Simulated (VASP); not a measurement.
Rh, 4 atoms in the cell. The structure is hexagonal, space group P6_3/mmc (No. 194). The conventional cell has a = 2.622 Å, b = 2.622 Å, c = 9.426 Å, α = 90.00°, β = 90.00°, γ = 120.00°. Within 3.5 Å of Rh (site symmetry -3m) lie 12 Rh at 2.62 to 2.80 Å. Within 3.5 Å of Rh (site symmetry -6m2) lie 12 Rh at 2.62 to 2.80 Å. This isn't the form of Rh at room conditions, which is fcc.

- Program: VASP 6.6.1
- Task: single point
- Functional: PBEsol
- Potentials or basis: VASP PAW PBE potentials, release 64 (Rh_pv)
- Cutoff: 520 eV
- k mesh: 18 × 18 × 6
- Occupations: gaussian, width 0.15 eV
- Spin: no spin polarisation
- Dipole correction: no
- Further INCAR settings: ALGO = Fast; EDIFF = 1e-06; NBANDS = 38

Potentials or basis: VASP PAW PBE potentials, release 64 (Rh_pv).

Command:

```bash
$ cat potpaw_PBE.64/Rh_pv/POTCAR > POTCAR
$ mpirun -np 1 vasp_std > vasp.out
```

Hardware: 1 thread of Intel(R) Xeon(R) Platinum 8488C (Sapphire Rapids), on a shared host.

**Question.** How long does it take, and how much memory?

**Answer.** Run time: 4.1 min on 1 thread of Intel(R) Xeon(R) Platinum 8488C (Sapphire Rapids) (shared host), peak memory 0.32 GiB. Counts: scf iterations 14, k points 148.
